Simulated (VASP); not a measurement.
Wanted: the native input for a VASP 6.6.1 run.

```
Task                   : relaxation of cell and atoms
Functional             : PBE
Potentials or basis    : VASP PAW PBE potentials, release 64 (Sm_3, Si), 4f in core
Cutoff                 : 500 eV
k mesh                 : 4 × 4 × 6
Occupations            : gaussian, width 0.1 eV
Spin                   : no spin polarisation
Dipole correction      : no
Mended                 : yes
Further INCAR settings : ALGO = Normal; EDIFF = 1e-07; IBRION = 2; EDIFFG = -0.04; NSW = 90; ISIF = 3
```

The structure of Sm2Si lies in POSCAR:

```
Sm2Si
1.0
    5.6573737009      0.0000000000      0.0000000000
    0.0000000000      5.6573737009      0.0000000000
    0.0000000000      0.0000000000      3.2795670317
Sm Si
2 1
Direct
    0.0000000000      0.5000000000      0.0000000000
    0.5000000000      0.0000000000      0.0000000000
    0.0000000000      0.0000000000      0.0000000000
```

The cell was built from a structure type or drawn by symmetry, and may not be a known phase.

These files were run (other wordings do the same):

INCAR

```
ALGO = Normal
EDIFF = 1E-7
EDIFFG = -0.04
ENCUT = 500
GGA = PE
GGA_COMPAT = F
IBRION = 2
ISIF = 3
ISMEAR = 0
LASPH = T
LCHARG = F
LMAXMIX = 6
LREAL = F
LWAVE = F
NELM = 200
NELMIN = 4
NSW = 90
PREC = Accurate
SIGMA = 0.1
```

KPOINTS

```
k-points
0
Gamma
  4 4 6
```

Potentials or basis: VASP PAW PBE potentials, release 64 (Sm_3, Si), 4f in core.

Command:

```sh
$ cat potpaw_PBE.64/Sm_3/POTCAR potpaw_PBE.64/Si/POTCAR > POTCAR
$ mpirun -np 1 vasp_std > vasp.out
```

Results of the run:

```
Energy gained by relaxing : 1.7 meV/atom
Ionic steps               : 4
Pressure after relaxing   : 0.0 GPa
Band gap on the k mesh    : zero (bands 13 and 14 overlap by 0.99 eV)
```

Caveat: spin-orbit coupling is left out, which moves the levels of the heavy elements; the 4f electrons are frozen in the core, so they carry no moment and show no levels.

Run time: 39 s on 1 thread of Intel(R) Xeon(R) 6975P-C (Granite Rapids), with other jobs on the host, peak memory 0.22 GiB.
